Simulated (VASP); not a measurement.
A run of VASP 6.6.1 is set up as follows.

Contents of INCAR:

```
PREC     = Accurate       # precision mode
ENCUT    = 520            # plane-wave cutoff, eV
EDIFF    = 1E-6           # SCF threshold, eV
ISMEAR   = 0              # smearing method
SIGMA    = 0.01           # smearing width, eV
LREAL    = False          # projectors in reciprocal space
LASPH    = True           # aspherical terms in the spheres
NELM     = 100            # most SCF steps
ALGO     = Normal         # electronic algorithm
ISIF     = 2              # what is computed and relaxed
LWAVE    = False          # write WAVECAR
LCHARG   = False          # write CHGCAR
GGA      = PS             # functional
NBANDS   = 11             # bands
```

File KPOINTS:

```
regular mesh
0
Gamma
  6 6 6
```

The input POSCAR:

```
NaH
1.0
    0.0114755700      2.4050150753      2.3819810088
    2.4050150753      0.0114755700      2.3819810088
    2.4399436425      2.4399436425     -0.0234529972
Na H
1 1
Direct
    0.0000000000      0.0000000000      0.0000000000
    0.5000000000      0.5000000000      0.5000000000
```

Potentials or basis: VASP PAW PBE potentials, release 64 (Na_pv, H).

Command:

```bash
$ cat potpaw_PBE.64/Na_pv/POTCAR potpaw_PBE.64/H/POTCAR > POTCAR
$ mpirun -np 1 vasp_std > vasp.out
```

(1) What does it give for the band gap on the k mesh?

(2) Predict the pressure.

Answers

(1) 3.49 eV (least direct gap 4.45 eV).

(2) -0.4 GPa.

Caveat: the PAW data sets were made with another functional, which shifts forces and pressure a little.
